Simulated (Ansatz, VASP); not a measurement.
# One calculation of MoS2, two programs

The input INCAR:

```
SYSTEM = MoS2
  PREC = Accurate
  ENCUT = 520
  EDIFF = 1E-8
  ISMEAR = -1
  SIGMA = 0.05
  LREAL = .False.
  LASPH = .True.
  NELM = 80
  ALGO = Normal
  ISIF = 2
  LWAVE = .False.
  LCHARG = .False.
  GGA = PE
  LEFG = .True.
  NBANDS = 20
```

Contents of KPOINTS:

```
regular mesh
0
Gamma
  13 13 13
  0 0 0
```

The input POSCAR:

```
MoS2
1.0
    1.5867545494      0.9161131662      6.1436734385
   -1.5867545494      0.9161131662      6.1436734385
    0.0000000000     -1.8322263324      6.1436734385
Mo S
1 2
Direct
    0.0000000000      0.0000000000      0.0000000000
    0.7484000000      0.7484000000      0.7484000000
    0.5849000000      0.5849000000      0.5849000000
```

Input for Ansatz:

```yaml
crystal:
  lattice:
    - [1.5867545494, 0.9161131662, 6.1436734385]
    - [-1.5867545494, 0.9161131662, 6.1436734385]
    - [0.0, -1.8322263324, 6.1436734385]
  atoms:
    - { symbol: Mo, position: [0.0, 0.0, 0.0] }
    - { symbol: S, position: [0.7484, 0.7484, 0.7484] }
    - { symbol: S, position: [0.5849, 0.5849, 0.5849] }
kpoints:
  mp_grid: { grid: [13, 13, 13] }
scf:
  occupations: { method: fermi_dirac, width: 0.05 }
hamiltonian:
  xc: pbe
  pseudopotentials: { kind: paw }
output:
  forces: true
  stress: true
  eigenvalues: true
  efg: { contact_densities: true }
```

Change from the starting cell: volume scaled by 1.01, PAW files.

Alike in both runs: task electric field gradients; functional PBE; k mesh 13 × 13 × 13; occupations fermi-dirac, width 0.05 eV; no spin polarisation.

|  | VASP | Ansatz |
| --- | --- | --- |
| version | VASP 6.6.1 | Ansatz 0.2.0 |
| potentials or method | VASP PAW PBE potentials, release 64 (Mo_sv, S) | PAW with Ansatz's default frozen-core files, scalar-relativistic |
| plane-wave cutoff (eV) | 520 | 420 |
| valence electrons in the cell | 26 | 26 |

Ansatz gave:

```
pressure (GPa)                                                : 7.5
traceless stress, the component that is largest in VASP (GPa) : 4.53
rms of the force components (eV/Å)                            : 0.521
size of Vzz on the site where it differs most (V/Å²)          : 89.7
```

Problem. Which values does VASP return?

Solution. Pressure (GPa): 7.4; traceless stress, the component that is largest in VASP (GPa): 4.48; rms of the force components (eV/Å): 0.513; size of Vzz on the site where it differs most (V/Å²): 92.2.

Atom by atom the forces differ by 0.008 eV/Å (rms over components).
